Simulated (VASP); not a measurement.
Input of a VASP 6.6.1 run:

Contents of INCAR:

```
SYSTEM = Bi
PREC = Accurate
ENCUT = 520
EDIFF = 1E-7
ISMEAR = -1
SIGMA = 0.1
LREAL = .False.
LASPH = .True.
NELM = 150
ALGO = Normal
ISIF = 2
LWAVE = .False.
LCHARG = .False.
MAGMOM = 0 0 0
LORBIT = 11
LSORBIT = .True.
GGA_COMPAT = .False.
LORBMOM = .True.
NBANDS = 26
```

File KPOINTS:

```
Automatic mesh
0
Gamma
  10 10 10
  0 0 0
```

POSCAR

```
Bi
1.0
    3.1955766747      0.0000000000      0.0000000000
    0.0000000000      3.1955766747      0.0000000000
    0.0000000000      0.0000000000      3.1955766747
Bi
1
Direct
    0.0000000000      0.0000000000      0.0000000000
```

Potentials or basis: VASP PAW LDA potentials, release 64 (Bi_d).

The run is started by

```sh
$ cat potpaw_LDA.64/Bi_d/POTCAR > POTCAR
$ mpirun -np 1 vasp_ncl > vasp.out
```

Predict the pressure.

1.1 GPa.

What does it give for the net moment?

0.00 μB per cell.

Moments on the atoms (μB; x, y, z):
```
Bi  0.00 0.00 0.00
```
